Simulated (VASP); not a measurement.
Runs of VASP 6.6.1 on In2Te2O. The structure is that of space group P6/mmm (No. 191), or close to it. The cells are those of the table. The cell was built from a structure type or drawn by symmetry, and may not be a known phase.

```csv
task,cell,k mesh,cutoff (eV),gap on the mesh (eV),pressure (GPa)
single point,"a = 4.893, b = 4.893, c = 6.835 Å, angles 90.0, 90.0, 120.0°, 5 atoms",6 × 6 × 4,520,none,(a)
single point,"a = 4.963, b = 4.963, c = 6.519 Å, angles 90.0, 90.0, 120.0°, 5 atoms",6 × 6 × 4,520,none,-0.2
single point,"a = 4.972, b = 4.972, c = 6.470 Å, angles 90.0, 90.0, 120.0°, 5 atoms",12 × 12 × 6,520,none,-0.1
relaxation of cell and atoms,"relaxed from a = 4.893, b = 4.893, c = 6.835 Å, angles 90.0, 90.0, 120.0°, 5 atoms",6 × 6 × 4,600,none,-0.1
```

Alike in all rows: level PBE; potentials or basis VASP PAW PBE potentials, release 64 (In_d, Te, O); no spin polarisation; smearing gaussian 0.1 eV.

Estimate the missing entries.

(a) 0.4.

Caveats: spin-orbit coupling is left out, which moves the levels of the heavy elements.

A k mesh can miss the band edges, and the runs leave out spin-orbit coupling on In, Te.

A gap of «none» marks levels without a gap at the run's occupations.
